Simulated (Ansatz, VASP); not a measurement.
## Sb2Se5: VASP beside Ansatz

```
Sb Se
1.0
     4.00281    0.00000    0.00000
    -2.00141    3.46654    0.00000
     0.00000    0.00000   15.45039
Sb Se
2 5
Direct
  0.66667 0.33333 0.87595
  0.33333 0.66667 0.12405
  0.00000 0.00000 0.42912
  0.00000 0.00000 0.57088
  0.33333 0.66667 0.77405
  0.66667 0.33333 0.22595
  0.00000 0.00000 0.00000
```

Alike in both runs: functional PBE; k mesh 4 × 4 × 1; occupations gaussian, width 0.15 eV; no spin polarisation.

Ansatz relaxed the structure, and its values are those at the end. VASP's run is a single point on that final structure, the one shown.

|  | VASP | Ansatz |
| --- | --- | --- |
| version | VASP 6.6.1 | Ansatz 0.2.0 |
| potentials or method | VASP PAW PBE potentials, release 64 (Sb, Se), cutoff 520 eV | scalar-relativistic, plane waves, PAW |
| valence electrons in the cell | 40 | 110 |

|  | VASP | Ansatz | Ansatz less VASP |
| --- | --- | --- | --- |
| gap on the k mesh at the Fermi level (eV) | none | none | - |
| pressure (GPa) | 0.0 | 0.0 | 0.00 |
| rms of the force components (eV/Å) | 0.017 | 0.013 | -0.0040 |

A gap of «none» marks a metal or a gap that the smearing closes. The functional is the same, so the differences come from potentials, cutoffs and numerics. VASP's potentials hold 40 valence electrons a cell and Ansatz's 110, so a difference there can come from the potentials and not from the codes.

The k mesh is coarse, so the values compare programs but aren't converged. Neither program's run includes spin-orbit coupling.
